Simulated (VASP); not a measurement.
# SiMo3 (Pm-3n) in VASP: electric field gradients with PBE

Aim: the electric field gradients of SiMo3 with PBE.

Program: VASP 6.6.1. These are calculated values, not measurements. Logs are shortened: lines on timing, memory, paths and dates and some standing lists are left out, and cuts for length are marked.

## Step 1: The cell of the first run

It takes space group Pm-3n (No. 223, cubic). Conventional cell: a = 4.893 Å, b = 4.893 Å, c = 4.893 Å, α = 90.00°, β = 90.00°, γ = 90.00°. Si (site symmetry m-3) has 12 Mo at 2.74 Å within 3.6 Å. Mo (site symmetry -4m2) has 10 Mo at 2.45 to 3.00 Å and 4 Si at 2.74 Å within 3.2 Å.

## Step 2: Electric field gradients, PBE

Contents of INCAR:

```
SYSTEM = SiMo3
  PREC = Accurate
  ENCUT = 400
  EDIFF = 1E-8
  ISMEAR = -1
  SIGMA = 0.02
  LREAL = .FALSE.
  LASPH = .TRUE.
  NELM = 120
  ALGO = Normal
  ISIF = 2
  LWAVE = .FALSE.
  LCHARG = .FALSE.
  GGA = PE
  LEFG = .TRUE.
  NBANDS = 56
  GGA_COMPAT = .FALSE.
```

Contents of KPOINTS:

```
regular mesh
0
G
  9 9 9
  0 0 0
```

Contents of POSCAR:

```
SiMo3
1.0
    4.8930000000      0.0000000000      0.0000000000
    0.0000000000      4.8930000000      0.0000000000
    0.0000000000      0.0000000000      4.8930000000
Si Mo
2 6
Direct
    0.0000000000      0.0000000000      0.0000000000
    0.5000000000      0.5000000000      0.5000000000
    0.2500000000      0.0000000000      0.5000000000
    0.5000000000      0.7500000000      0.0000000000
    0.7500000000      0.0000000000      0.5000000000
    0.5000000000      0.2500000000      0.0000000000
    0.0000000000      0.5000000000      0.7500000000
    0.0000000000      0.5000000000      0.2500000000
```

Potentials or basis: VASP PAW PBE potentials, release 64 (Si, Mo_sv).

Run with:

```
> cat potpaw_PBE.64/Si/POTCAR potpaw_PBE.64/Mo_sv/POTCAR > POTCAR
> mpirun -np 1 vasp_std > vasp.out
```

OUTCAR:

```text
SYSTEM = SiMo3
   PREC = Accurate
   ENCUT = 400
   EDIFF = 1E-8
   ISMEAR = -1
   LREAL = .FALSE.
   LASPH = .TRUE.
   NELM = 120
   ISIF = 2
   GGA = PE

 ion  position               nearest neighbor table
   1  0.000  0.000  0.000-   3 2.74   4 2.74   5 2.74   6 2.74   7 2.74   8 2.74   3 2.74   5 2.74
                             7 2.74   8 2.74   4 2.74   6 2.74
   2  0.500  0.500  0.500-   3 2.74   4 2.74   5 2.74   6 2.74   7 2.74   8 2.74   4 2.74   6 2.74
                             3 2.74   5 2.74   7 2.74   8 2.74
   3  0.250  0.000  0.500-   5 2.45   5 2.45   1 2.74   1 2.74   2 2.74   2 2.74   4 3.00   6 3.00
                             6 3.00   4 3.00   8 3.00   7 3.00   8 3.00   7 3.00
   4  0.500  0.750  0.000-   6 2.45   6 2.45   1 2.74   2 2.74   2 2.74   1 2.74   3 3.00   5 3.00
                             3 3.00   5 3.00   8 3.00   7 3.00   7 3.00   8 3.00
   5  0.750  0.000  0.500-   3 2.45   3 2.45   1 2.74   1 2.74   2 2.74   2 2.74   4 3.00   6 3.00
                             6 3.00   4 3.00   8 3.00   7 3.00   8 3.00   7 3.00
   6  0.500  0.250  0.000-   4 2.45   4 2.45   1 2.74   2 2.74   2 2.74   1 2.74   3 3.00   5 3.00
                             5 3.00   3 3.00   8 3.00   7 3.00   7 3.00   8 3.00
   7  0.000  0.500  0.750-   8 2.45   8 2.45   1 2.74   2 2.74   1 2.74   2 2.74   3 3.00   4 3.00
                             5 3.00   3 3.00   5 3.00   6 3.00   4 3.00   6 3.00
   8  0.000  0.500  0.250-   7 2.45   7 2.45   1 2.74   2 2.74   1 2.74   2 2.74   3 3.00   4 3.00
                             5 3.00   3 3.00   5 3.00   6 3.00   4 3.00   6 3.00

  LATTYP: Found a simple cubic cell.
 ALAT       =     4.8930000000

  Lattice vectors:

 A1 = (   4.8930000000,   0.0000000000,   0.0000000000)
 A2 = (   0.0000000000,   4.8930000000,   0.0000000000)
 A3 = (   0.0000000000,   0.0000000000,   4.8930000000)

Analysis of symmetry for initial positions (statically):
=====================================================================
 Subroutine PRICEL returns:
 Original cell was already a primitive cell.

 Routine SETGRP: Setting up the symmetry group for a
 simple cubic supercell.

 Subroutine GETGRP returns: Found 48 space group operations
 (whereof 24 operations were pure point group operations)
 out of a pool of 48 trial point group operations.

The static configuration has the point symmetry T_h .
 The point group associated with its full space group is O_h .

Analysis of symmetry for dynamics (positions and initial velocities):
=====================================================================
 Subroutine PRICEL returns:
 Original cell was already a primitive cell.

 Routine SETGRP: Setting up the symmetry group for a
 simple cubic supercell.

 Subroutine GETGRP returns: Found 48 space group operations
 (whereof 24 operations were pure point group operations)
 out of a pool of 48 trial point group operations.

The dynamic configuration has the point symmetry T_h .
 The point group associated with its full space group is O_h .

 Subroutine INISYM returns: Found 48 space group operations
 (whereof 24 operations are pure point group operations),
 and found     1 'primitive' translations

----------------------------------------------------------------------------------------

                                     Primitive cell

  volume of cell :     117.1455

  direct lattice vectors                    reciprocal lattice vectors
     4.893000000  0.000000000  0.000000000     0.204373595  0.000000000  0.000000000
     0.000000000  4.893000000  0.000000000     0.000000000  0.204373595  0.000000000
     0.000000000  0.000000000  4.893000000     0.000000000  0.000000000  0.204373595

  length of vectors
     4.893000000  4.893000000  4.893000000     0.204373595  0.204373595  0.204373595

  position of ions in fractional coordinates (direct lattice)
     0.000000000  0.000000000  0.000000000
     0.500000000  0.500000000  0.500000000
     0.250000000  0.000000000  0.500000000
     0.500000000  0.750000000  0.000000000
     0.750000000  0.000000000  0.500000000
     0.500000000  0.250000000  0.000000000
     0.000000000  0.500000000  0.750000000
     0.000000000  0.500000000  0.250000000

  ion indices of the primitive-cell ions
   primitive index   ion index
                 1           1
                 2           2
                 3           3
                 4           4
                 5           5
                 6           6
                 7           7
                 8           8

----------------------------------------------------------------------------------------

 KPOINTS: regular mesh

Automatic generation of k-mesh.
 Grid dimensions read from file:
 generate k-points for:    9    9    9

 Generating k-lattice:

[... 44 lines left out ...]
   number of dos      NEDOS =    301   number of ions     NIONS =      8
   total plane-waves  NPLWV =  32768
   dimension x,y,z NGX =    32 NGY =   32 NGZ =   32
   dimension x,y,z NGXF=    64 NGYF=   64 NGZF=   64
   ions per type =               2   6
   NGX,Y,Z   is equivalent  to a cutoff of  10.87, 10.87, 10.87 a.u.
   NGXF,Y,Z  is equivalent  to a cutoff of  21.74, 21.74, 21.74 a.u.
 SYSTEM =  SiMo3
   PREC   = accura    normal or accurate (medium, high low for compatibility)
   ISTART =      0    job   : 0-new  1-cont  2-samecut
   ICHARG =      2    charge: 1-file 2-atom 10-const
   ISPIN  =      1    spin polarized calculation?
   LNONCOLLINEAR =      F non collinear calculations
   LSORBIT =      F    spin-orbit coupling
   LASPH  =      T    aspherical Exc in radial PAW
   ENCUT  =  400.0 eV  29.40 Ry    5.42 a.u.   7.98  7.98  7.98*2*pi/ulx,y,z
   NELM   =    120;   NELMIN=  2; NELMDL= -5     # of ELM steps
   EDIFF  = 0.1E-07   stopping-criterion for ELM
   LREAL  =      F    real-space projection
   EDIFFG = 0.1E-06   stopping-criterion for IOM
   NSW    =      0    number of steps for IOM
   IBRION =     -1    ionic relax: 0-MD 1-quasi-New 2-CG
   NFREE  =      0    steps in history (QN), initial steepest desc. (CG)
   ISIF   =      2    stress and relaxation
   ISYM   =      2    0-nonsym 1-usesym 2-fastsym
   POTIM  = 0.5000    time-step for ionic-motion
   TEBEG  =    0.0;   TEEND  =   0.0 temperature during run
   PSTRESS=    0.0 pullay stress
   NELECT =      92.0000    total number of electrons
   NUPDOWN=      -1.0000    fix difference up-down
   EMIN   =  10.00;   EMAX   =-10.00  energy-range for DOS
   EFERMI =   0.00;   METHOD = LEGACY
   ISMEAR =    -1;   SIGMA  =   0.02  broadening in eV -4-tet -1-fermi 0-gaus
   EFERMI_NEDOS =   21; number of points for ismear=-14 and -15
   IALGO  =     38    algorithm
   IMIX   =      4    mixing-type and parameters
     AMIX     =   0.40;   BMIX     =  1.00
     AMIX_MAG =   1.60;   BMIX_MAG =  1.00
  volume/ion in A,a.u.               =      14.64        98.82
  Fermi-wavevector in a.u.,A,eV,Ry     =   1.510412  2.854266 31.039594  2.281346
  Thomas-Fermi vector in A             =   2.620606
   LORBIT       =      0    0 simple, 1 ext, 2 COOP (PROOUT), +10 PAW based schemes
   GGA     = PE    functional components
   LHFCALC =     F    Hartree Fock is set to
   AEXX    =    0.0000 exact exchange contribution
   IVDW    =     0    specifies the selected vdW correction
   LEPSILON=     F    determine dielectric tensor
   LRPA    =     F    only Hartree local field effects (RPA)
 non-spin polarized calculation
  energy-cutoff  :      400.00
  volume of cell :      117.15
 maximum number of plane-waves:      2152
 NGX is ok and might be reduce to    32
   NGX = 15   NGY = 15   NGZ = 15

 number of electron      92.0000057 magnetization

 Free energy of the ion-electron system (eV)
  ---------------------------------------------------
  ext. energy  EPLUGINS =         0.00000000
  ---------------------------------------------------
  free energy    TOTEN  =       -78.99536175 eV

  energy without entropy =      -78.99190024  energy(sigma->0) =      -78.99363099

 E-fermi :  12.7399     XC(G=0): -13.0996

 val. band max:       12.7278504191   @ k =   0.4444   0.3333   0.0000
 cond. band min:      12.7641136467   @ k =   0.4444   0.3333   0.0000
 fundamental gap:      0.0362632276
 Fermi energy:        12.7399075243

 k-point     1 :       0.0000    0.0000    0.0000
  band No.  band energies     occupation
      1     -48.5438      2.00000
      2     -48.4296      2.00000
      3     -48.4296      2.00000
      4     -48.1015      2.00000
      5     -48.1015      2.00000
      6     -48.1015      2.00000
[... 1405 lines left out ...]
     55      15.0845      0.00000
     56      15.2680      0.00000

 [... further k-points ...]

------------------------ aborting loop because EDIFF is reached ----------------------------------------

  FORCE on cell =-STRESS in cart. coord.  units (eV):
  Direction    XX          YY          ZZ          XY          YZ          ZX
  --------------------------------------------------------------------------------------
  -------------------------------------------------------------------------------------
  Total        1.0933193      1.0933193      1.0933193     -0.0000000     -0.0000000      0.0000000
  in kB       14.9531251     14.9531251     14.9531251     -0.0000000     -0.0000000      0.0000000
  external PRESSURE =      14.9531251 kB  Pullay stress =       0.0000000 kB

 VOLUME and BASIS-vectors are now :
 -----------------------------------------------------------------------------
  energy-cutoff  :      400.00
  volume of cell :      117.15
      direct lattice vectors                 reciprocal lattice vectors
     4.893000000  0.000000000  0.000000000     0.204373595  0.000000000  0.000000000
     0.000000000  4.893000000  0.000000000     0.000000000  0.204373595  0.000000000
     0.000000000  0.000000000  4.893000000     0.000000000  0.000000000  0.204373595

 POSITION                                       TOTAL-FORCE (eV/Angst)
 -----------------------------------------------------------------------------------
      0.00000      0.00000      0.00000        -0.000000      0.000000      0.000000
      2.44650      2.44650      2.44650        -0.000000      0.000000      0.000000
      1.22325      0.00000      2.44650         0.000000      0.000000     -0.000000
      2.44650      3.66975      0.00000        -0.000000      0.000000     -0.000000
      3.66975      0.00000      2.44650        -0.000000      0.000000     -0.000000
      2.44650      1.22325      0.00000         0.000000     -0.000000      0.000000
      0.00000      2.44650      3.66975        -0.000000      0.000000      0.000000
      0.00000      2.44650      1.22325         0.000000     -0.000000     -0.000000
 -----------------------------------------------------------------------------------
    total drift:                                0.000000     -0.000000     -0.000000

  FREE ENERGIE OF THE ION-ELECTRON SYSTEM (eV)
  ---------------------------------------------------
  free  energy   TOTEN  =       -78.9953617524 eV

  energy  without entropy=      -78.9919002374  energy(sigma->0) =      -78.99363099

 Electric field gradients (V/A^2)
---------------------------------------------------------------------
 ion       V_xx      V_yy      V_zz      V_xy      V_xz      V_yz
---------------------------------------------------------------------
   1      -0.000     0.000    -0.000    -0.000     0.000     0.000
   2       0.000    -0.000    -0.000     0.000    -0.000    -0.000
   3      44.067   -22.033   -22.033    -0.000     0.000     0.000
   4     -22.033    44.067   -22.033     0.000    -0.000     0.000
   5      44.067   -22.033   -22.033     0.000     0.000     0.000
   6     -22.033    44.067   -22.033     0.000    -0.000     0.000
   7     -22.033   -22.033    44.067     0.000     0.000    -0.000
   8     -22.033   -22.033    44.067     0.000     0.000    -0.000
---------------------------------------------------------------------

 Electric field gradients after diagonalization (V/A^2)
 (convention: |V_zz| > |V_xx| > |V_yy|)
----------------------------------------------------------------------
 ion       V_xx      V_yy      V_zz     asymmetry (V_yy - V_xx)/ V_zz
----------------------------------------------------------------------
   1      -0.000    -0.000     0.000       0.410
   2       0.000    -0.000    -0.000       0.580
   3     -22.033   -22.033    44.067       0.000
   4     -22.033   -22.033    44.067       0.000
   5     -22.033   -22.033    44.067       0.000
   6     -22.033   -22.033    44.067       0.000
   7     -22.033   -22.033    44.067       0.000
   8     -22.033   -22.033    44.067       0.000
----------------------------------------------------------------------

           NMR quadrupolar parameters

 Cq : quadrupolar parameter    Cq=e*Q*V_zz/h
 eta: asymmetry parameters     (V_yy - V_xx)/ V_zz
 Q  : nuclear electric quadrupole moment in mb (millibarn)
----------------------------------------------------------------------
 ion       Cq(MHz)       eta       Q (mb)
----------------------------------------------------------------------
   1       0.000       0.410       1.000
   2      -0.000       0.580       1.000
   3       0.107       0.000       1.000
   4       0.107       0.000       1.000
   5       0.107       0.000       1.000
   6       0.107       0.000       1.000
   7       0.107       0.000       1.000
   8       0.107       0.000       1.000
----------------------------------------------------------------------
```

Run time: 2.8 min. Hardware: 1 thread of Oxide Virtual Turin-like, shared host; peak memory 0.21 GiB.

What came out:

```
Free energy                             : -78.9954 eV
Pressure                                : 1.5 GPa
Band gap on the k mesh                  : zero (bands 46 and 47 overlap by 2.08 eV)
Largest electric field gradient by atom : Si -0.0, +0.0; Mo +44.1 V/Å²
```

Levels at points of the mesh, in eV from the Fermi level:
```
           k point  band 43  band 44  band 45  band 46  band 47  band 48  band 49  band 50
(0.00, 0.00, 0.00)    -1.57    -1.57     1.23     1.23     1.23     2.02     2.35     2.35
```

Electric field gradients, principal values (V/Å²):
```csv
atom,least,middle,greatest (by size)
1 Si,0.000,0.000,0.000
2 Si,0.000,0.000,0.000
3 Mo,-22.033,-22.033,44.067
4 Mo,-22.033,-22.033,44.067
5 Mo,-22.033,-22.033,44.067
6 Mo,-22.033,-22.033,44.067
7 Mo,-22.033,-22.033,44.067
8 Mo,-22.033,-22.033,44.067
```

Caveat: without QUAD_EFG the Cq values of the log hold for a quadrupole moment of 1 mb, not for the nuclei.

The gap in the log of VASP goes by the Fermi energy; the results here count the filled bands.